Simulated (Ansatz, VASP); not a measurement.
Two plane-wave programs on TeOs

```
Os Te
1.0
     0.00000    2.73307    2.73307
     2.73307    0.00000    2.73307
     2.73307    2.73307    0.00000
Os Te
1 1
Direct
  0.50000 0.50000 0.50000
  0.00000 0.00000 0.00000
```

Alike in both runs: task single point; functional PBE; k mesh 10 × 10 × 10; occupations gaussian, width 0.05 eV; collinear spin.

```csv
,VASP,Ansatz
version,VASP 6.6.1,Ansatz 0.2.0
potentials or method,"VASP PAW PBE potentials, release 64 (Os, Te), cutoff 520 eV","scalar-relativistic, plane waves, PAW"
valence electrons in the cell,14,32
```

```csv
,VASP,Ansatz,Ansatz less VASP
gap on the k mesh at the Fermi level (eV),none,none,-
pressure (GPa),0.0,0.0,+0.03
net moment per atom (μB),0.00,0.00,0.000
```

A gap of «none» marks a metal or a gap that the smearing closes. VASP's potentials hold 14 valence electrons a cell and Ansatz's 32, so a difference there can come from the potentials and not from the codes. Ansatz's warnings: seeded moment not kept.

Spin-orbit coupling is off throughout.
